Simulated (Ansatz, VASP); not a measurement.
## Si in VASP and in Ansatz

The input INCAR:

```
PREC     = Accurate       # precision mode
ENCUT    = 520            # plane-wave cutoff, eV
EDIFF    = 1E-7           # SCF threshold, eV
ISMEAR   = 0              # smearing method
SIGMA    = 0.03           # smearing width, eV
LREAL    = False          # projectors in reciprocal space
LASPH    = True           # aspherical terms in the spheres
NELM     = 60             # most SCF steps
ALGO     = Normal         # electronic algorithm
ISIF     = 2              # what is computed and relaxed
LWAVE    = False          # write WAVECAR
LCHARG   = True           # write CHGCAR
LELF     = True           # ELF
LVHAR    = True         
NBANDS   = 26             # bands
```

The input KPOINTS:

```
Automatic mesh
0
Gamma
  10 10 6
```

File POSCAR:

```
Si
1.0
    7.0643718797     -1.8511523869      0.0019555789
    7.0643718797      1.8511523869      0.0019555789
   -0.7612480216      0.0000000000      6.2471364583
Si
8
Direct
    0.0552606043      0.0552606043      0.8732930182
    0.9447393957      0.9447393957      0.1267069818
    0.5589873877      0.5589873877      0.6532364403
    0.4410126123      0.4410126123      0.3467635597
    0.2124950295      0.2124950295      0.0571328851
    0.7875049705      0.7875049705      0.9428671149
    0.7270489246      0.7270489246      0.5856835384
    0.2729510754      0.2729510754      0.4143164616
```

Input for Ansatz:

```yaml
crystal:
  lattice:
    - [7.0643718797, -1.8511523869, 0.0019555789]
    - [7.0643718797, 1.8511523869, 0.0019555789]
    - [-0.7612480216, 0.0, 6.2471364583]
  atoms:
    - { symbol: Si, position: [0.0552606043, 0.0552606043, 0.8732930182] }
    - { symbol: Si, position: [0.9447393957, 0.9447393957, 0.1267069818] }
    - { symbol: Si, position: [0.5589873877, 0.5589873877, 0.6532364403] }
    - { symbol: Si, position: [0.4410126123, 0.4410126123, 0.3467635597] }
    - { symbol: Si, position: [0.2124950295, 0.2124950295, 0.0571328851] }
    - { symbol: Si, position: [0.7875049705, 0.7875049705, 0.9428671149] }
    - { symbol: Si, position: [0.7270489246, 0.7270489246, 0.5856835384] }
    - { symbol: Si, position: [0.2729510754, 0.2729510754, 0.4143164616] }
basis:
  ecutwfc: 420
kpoints:
  mp_grid: { grid: [10, 10, 6] }
hamiltonian:
  xc: lda
scf:
  occupations: { method: gaussian, width: 0.03 }
output:
  forces: true
  stress: true
  eigenvalues: true
```

Change from the starting cell: strain +0.0300 x Voigt [1, -1, 0, 0, 0, 0], atoms carried along.

Alike in both runs: task single point; functional LDA; k mesh 10 × 10 × 6; occupations gaussian, width 0.03 eV; no spin polarisation.

```csv
,VASP,Ansatz
version,VASP 6.6.1,Ansatz 0.2.0
potentials or method,"VASP PAW LDA potentials, release 64 (Si), cutoff 520 eV","scalar-relativistic, plane waves, PAW"
valence electrons in the cell,32,32
```

|  | VASP | Ansatz | Ansatz less VASP |
| --- | --- | --- | --- |
| gap on the k mesh at the Fermi level (eV) | 0.43 | 0.43 | -0.001 |
| least direct gap on the mesh (eV) | 0.84 | 0.83 | -0.001 |
| pressure (GPa) | 0.5 | 0.5 | -0.05 |
| traceless stress, the component that is largest in VASP (GPa) | 5.52 | 5.48 | -0.037 |
| rms of the force components (eV/Å) | 0.294 | 0.293 | -0.0008 |

LDA's correlation is that of Perdew and Zunger in VASP and of Perdew and Wang (1992) in Ansatz. Atom by atom the forces differ by 0.002 eV/Å (rms over components).
